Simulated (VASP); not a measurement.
# MgO (P6_3/mmc) in VASP: further runs, part 2 of 2

VASP 6.6.1. The steps go on from the part before.

## Step 3: Single point, r2SCAN

POSCAR reads:

```
MgO
1.0
    3.4841042127      0.0000000000      0.0000000000
   -1.7420521064      3.0173227576      0.0000000000
    0.0000000000      0.0000000000      4.1856875957
Mg O
2 2
Direct
    0.6666666667      0.3333333333      0.7500000000
    0.3333333333      0.6666666667      0.2500000000
    0.6666666667      0.3333333333      0.2500000000
    0.3333333333      0.6666666667      0.7500000000
```

INCAR.step1 reads:

```
SYSTEM = MgO
PREC = Accurate
ENCUT = 660
ISMEAR = 0
SIGMA = 0.05
LREAL = .False.
LASPH = .True.
NELM = 120
NBANDS = 24
GGA = PE
ALGO = Normal
EDIFF = 1E-5
LWAVE = .True.
LCHARG = .False.
GGA_COMPAT = .False.
```

INCAR.step2 reads:

```
SYSTEM = MgO
PREC = Accurate
ENCUT = 660
EDIFF = 1E-6
ISMEAR = 0
SIGMA = 0.05
LREAL = .False.
LASPH = .True.
NELM = 120
ALGO = Normal
ISIF = 2
LWAVE = .False.
LCHARG = .True.
METAGGA = R2SCAN
LMIXTAU = .True.
LELF = .True.
LVHAR = .True.
NBANDS = 24
ISTART = 1
GGA_COMPAT = .False.
```

KPOINTS reads:

```
Automatic mesh
0
Gamma
  6 6 6
  0 0 0
```

Potentials or basis: VASP PAW PBE potentials, release 64 (Mg_sv, O).

The run is started by

```console
> cat potpaw_PBE.64/Mg_sv/POTCAR potpaw_PBE.64/O/POTCAR > POTCAR
> cp INCAR.step1 INCAR
> mpirun -np 1 vasp_std > vasp.out
> cp INCAR.step2 INCAR
> mpirun -np 1 vasp_std > vasp.out
```

OUTCAR:

```text
SYSTEM = MgO
   PREC = Accurate
   ENCUT = 660
   EDIFF = 1E-6
   ISMEAR = 0
   LREAL = .False.
   LASPH = .True.
   NELM = 120
   ISIF = 2
   METAGGA = R2SCAN
   ISTART = 1

 ion  position               nearest neighbor table
   1  0.667  0.333  0.750-   4 2.01   4 2.01   4 2.01   3 2.09   3 2.09
   2  0.333  0.667  0.250-   3 2.01   3 2.01   3 2.01   4 2.09   4 2.09
   3  0.667  0.333  0.250-   2 2.01   2 2.01   2 2.01   1 2.09   1 2.09
   4  0.333  0.667  0.750-   1 2.01   1 2.01   1 2.01   2 2.09   2 2.09

  LATTYP: Found a hexagonal cell.
 ALAT       =     3.4841042127
 C/A-ratio  =     1.2013669340

  Lattice vectors:

 A1 = (   3.4841042127,   0.0000000000,   0.0000000000)
 A2 = (  -1.7420521064,   3.0173227576,   0.0000000000)
 A3 = (   0.0000000000,   0.0000000000,   4.1856875957)

Analysis of symmetry for initial positions (statically):
=====================================================================
 Subroutine PRICEL returns:
 Original cell was already a primitive cell.

 Routine SETGRP: Setting up the symmetry group for a
 hexagonal supercell.

 Subroutine GETGRP returns: Found 24 space group operations
 (whereof 12 operations were pure point group operations)
 out of a pool of 24 trial point group operations.

The static configuration has the point symmetry D_3d.
 The point group associated with its full space group is D_6h.

Analysis of symmetry for dynamics (positions and initial velocities):
=====================================================================
 Subroutine PRICEL returns:
 Original cell was already a primitive cell.

 Routine SETGRP: Setting up the symmetry group for a
 hexagonal supercell.

 Subroutine GETGRP returns: Found 24 space group operations
 (whereof 12 operations were pure point group operations)
 out of a pool of 24 trial point group operations.

The dynamic configuration has the point symmetry D_3d.
 The point group associated with its full space group is D_6h.

 Subroutine INISYM returns: Found 24 space group operations
 (whereof 12 operations are pure point group operations),
 and found     1 'primitive' translations

----------------------------------------------------------------------------------------

                                     Primitive cell

  volume of cell :      44.0027

  direct lattice vectors                    reciprocal lattice vectors
     3.484104213  0.000000000  0.000000000     0.287017821  0.165709816  0.000000000
    -1.742052106  3.017322758  0.000000000     0.000000000  0.331419633  0.000000000
     0.000000000  0.000000000  4.185687596     0.000000000  0.000000000  0.238909373

  length of vectors
     3.484104213  3.484104213  4.185687596     0.331419633  0.331419633  0.238909373

  position of ions in fractional coordinates (direct lattice)
     0.666666667  0.333333333  0.750000000
     0.333333333  0.666666667  0.250000000
     0.666666667  0.333333333  0.250000000
     0.333333333  0.666666667  0.750000000

  ion indices of the primitive-cell ions
   primitive index   ion index
                 1           1
                 2           2
                 3           3
                 4           4

----------------------------------------------------------------------------------------

 KPOINTS: Automatic mesh

Automatic generation of k-mesh.
 Grid dimensions read from file:
 generate k-points for:    6    6    6

 Generating k-lattice:

  Cartesian coordinates                     Fractional coordinates (reciprocal lattice)
     0.047836304  0.027618303  0.000000000     0.166666667  0.000000000  0.000000000
     0.000000000  0.055236605  0.000000000     0.000000000  0.166666667  0.000000000
     0.000000000  0.000000000  0.039818229     0.000000000  0.000000000  0.166666667

  Length of vectors
     0.055236605  0.055236605  0.039818229

  Shift w.r.t. Gamma in fractional coordinates (k-lattice)
     0.000000000  0.000000000  0.000000000

 Subroutine IBZKPT returns following result:
 ===========================================

 Found     28 irreducible k-points:

 Following reciprocal coordinates:
            Coordinates               Weight
  0.000000  0.000000  0.000000      1.000000
  0.166667  0.000000  0.000000      6.000000
  0.333333  0.000000  0.000000      6.000000
  0.500000  0.000000  0.000000      3.000000
  0.166667  0.166667  0.000000      6.000000
  0.333333  0.166667  0.000000     12.000000
[... 16 lines left out ...]
  0.166667  0.000000  0.500000      6.000000
  0.333333  0.000000  0.500000      6.000000
 [... further k-points ...]
   k-points           NKPTS =     28   k-points in BZ     NKDIM =     28   number of bands    NBANDS=     24
   number of dos      NEDOS =    301   number of ions     NIONS =      4
   total plane-waves  NPLWV =  32400
   dimension x,y,z NGX =    30 NGY =   30 NGZ =   36
   dimension x,y,z NGXF=    60 NGYF=   60 NGZF=   72
   ions per type =               2   2
   NGX,Y,Z   is equivalent  to a cutoff of  14.31, 14.31, 14.30 a.u.
   NGXF,Y,Z  is equivalent  to a cutoff of  28.63, 28.63, 28.60 a.u.
 SYSTEM =  MgO
   PREC   = accura    normal or accurate (medium, high low for compatibility)
   ISTART =      1    job   : 0-new  1-cont  2-samecut
   ICHARG =      0    charge: 1-file 2-atom 10-const
   ISPIN  =      1    spin polarized calculation?
   LNONCOLLINEAR =      F non collinear calculations
   LSORBIT =      F    spin-orbit coupling
   LASPH  =      T    aspherical Exc in radial PAW
   ENCUT  =  660.0 eV  48.51 Ry    6.96 a.u.   7.30  7.30  8.77*2*pi/ulx,y,z
   NELM   =    120;   NELMIN=  2; NELMDL=  0     # of ELM steps
   EDIFF  = 0.1E-05   stopping-criterion for ELM
   LREAL  =      F    real-space projection
   EDIFFG = 0.1E-04   stopping-criterion for IOM
   NSW    =      0    number of steps for IOM
   IBRION =     -1    ionic relax: 0-MD 1-quasi-New 2-CG
   NFREE  =      0    steps in history (QN), initial steepest desc. (CG)
   ISIF   =      2    stress and relaxation
   ISYM   =      2    0-nonsym 1-usesym 2-fastsym
   POTIM  = 0.5000    time-step for ionic-motion
   TEBEG  =    0.0;   TEEND  =   0.0 temperature during run
   PSTRESS=    0.0 pullay stress
   NELECT =      32.0000    total number of electrons
   NUPDOWN=      -1.0000    fix difference up-down
   EMIN   =  10.00;   EMAX   =-10.00  energy-range for DOS
   EFERMI =   0.00;   METHOD = LEGACY
   ISMEAR =     0;   SIGMA  =   0.05  broadening in eV -4-tet -1-fermi 0-gaus
   EFERMI_NEDOS =   21; number of points for ismear=-14 and -15
   IALGO  =     38    algorithm
   IMIX   =      4    mixing-type and parameters
     AMIX     =   0.40;   BMIX     =  1.00
     AMIX_MAG =   1.60;   BMIX_MAG =  1.00
  volume/ion in A,a.u.               =      11.00        74.24
  Fermi-wavevector in a.u.,A,eV,Ry     =   1.472194  2.782042 29.488640  2.167354
  Thomas-Fermi vector in A             =   2.587238
   LORBIT       =      0    0 simple, 1 ext, 2 COOP (PROOUT), +10 PAW based schemes
   METAGGA = R2SCAN    functional components
   LHFCALC =     F    Hartree Fock is set to
   AEXX    =    0.0000 exact exchange contribution
   IVDW    =     0    specifies the selected vdW correction
   LEPSILON=     F    determine dielectric tensor
   LRPA    =     F    only Hartree local field effects (RPA)
 non-spin polarized calculation
 Gauss-broadening in eV      SIGMA  =   0.05
  energy-cutoff  :      660.00
  volume of cell :       44.00
 maximum number of plane-waves:      1722
 NGX is ok and might be reduce to    30
   NGX = 15   NGY = 15   NGZ = 17

 number of electron      32.0000013 magnetization

 Free energy of the ion-electron system (eV)
  ---------------------------------------------------
  ext. energy  EPLUGINS =         0.00000000
  ---------------------------------------------------
  free energy    TOTEN  =       -32.09698045 eV

  energy without entropy =      -32.09698045  energy(sigma->0) =      -32.09698045

 E-fermi :   1.6271     XC(G=0): -10.9375

 val. band max:        1.3679783897   @ k =   0.0000   0.0000   0.0000
 cond. band min:       5.4730306280   @ k =   0.0000   0.0000   0.0000
 fundamental gap:      4.1050522383
 Fermi energy:         1.6270831121

 k-point     1 :       0.0000    0.0000    0.0000
  band No.  band energies     occupation
      1     -73.5398      2.00000
      2     -73.5281      2.00000
      3     -38.6961      2.00000
      4     -38.6780      2.00000
      5     -38.6780      2.00000
      6     -38.6515      2.00000
[... 16 lines left out ...]
     23      18.1079      0.00000
     24      18.2560      0.00000
[... 598 lines left out ...]
      2     -73.5334      2.00000
      3     -38.7006      2.00000
      4     -38.7006      2.00000
      5     -38.6673      2.00000
      6     -38.6673      2.00000
[... 16 lines left out ...]
     23      17.4148      0.00000
     24      17.4148      0.00000

 [... further k-points ...]
[... 5 lines left out ...]
  --------------------------------------------------------------------------------------
  -------------------------------------------------------------------------------------
  Total       -0.0746361     -0.0746361     -0.0589746      0.0000000     -0.0000000      0.0000000
  in kB       -2.7175655     -2.7175655     -2.1473154      0.0000000     -0.0000000      0.0000000
  external PRESSURE =      -2.5274821 kB  Pullay stress =       0.0000000 kB

 VOLUME and BASIS-vectors are now :
 -----------------------------------------------------------------------------
  energy-cutoff  :      660.00
  volume of cell :       44.00
      direct lattice vectors                 reciprocal lattice vectors
     3.484104213  0.000000000  0.000000000     0.287017821  0.165709816  0.000000000
    -1.742052106  3.017322758  0.000000000     0.000000000  0.331419633  0.000000000
     0.000000000  0.000000000  4.185687596     0.000000000  0.000000000  0.238909373

 POSITION                                       TOTAL-FORCE (eV/Angst)
 -----------------------------------------------------------------------------------
      1.74205      1.00577      3.13927         0.000000     -0.000000     -0.000000
     -0.00000      2.01155      1.04642         0.000000      0.000000      0.000000
      1.74205      1.00577      1.04642        -0.000000      0.000000     -0.000000
     -0.00000      2.01155      3.13927         0.000000     -0.000000     -0.000000
 -----------------------------------------------------------------------------------
    total drift:                               -0.000000      0.000000     -0.000000

  FREE ENERGIE OF THE ION-ELECTRON SYSTEM (eV)
  ---------------------------------------------------
  free  energy   TOTEN  =       -32.0969804514 eV

  energy  without entropy=      -32.0969804514  energy(sigma->0) =      -32.09698045
```

Run time: 90 s. Hardware: 1 thread of Intel Xeon Platinum 8559C (Emerald Rapids), shared host; peak memory 0.19 GiB.

What came out:

* Free energy: -32.0970 eV
* Pressure: -0.3 GPa
* Band gap on the k mesh: 4.11 eV, direct

Levels at points of the mesh, in eV from the valence-band top:
| k point | band 13 | band 14 | band 15 | band 16 | band 17 | band 18 | band 19 | band 20 |
| --- | --- | --- | --- | --- | --- | --- | --- | --- |
| (0.00, 0.00, 0.00) | -1.76 | -0.84 | -0.84 | 0.00 | 4.10 | 10.46 | 13.17 | 13.51 |
| (0.50, 0.00, 0.00) | -2.36 | -1.96 | -1.30 | -0.54 | 7.67 | 10.07 | 10.62 | 13.38 |
| (0.00, 0.00, 0.50) | -1.32 | -1.32 | -1.32 | -1.32 | 7.15 | 7.15 | 13.89 | 13.89 |
| (0.50, 0.00, 0.50) | -1.55 | -1.55 | -0.83 | -0.83 | 8.04 | 8.04 | 13.07 | 13.07 |

Caveat: the PAW data sets were made with another functional, which shifts forces and pressure a little.
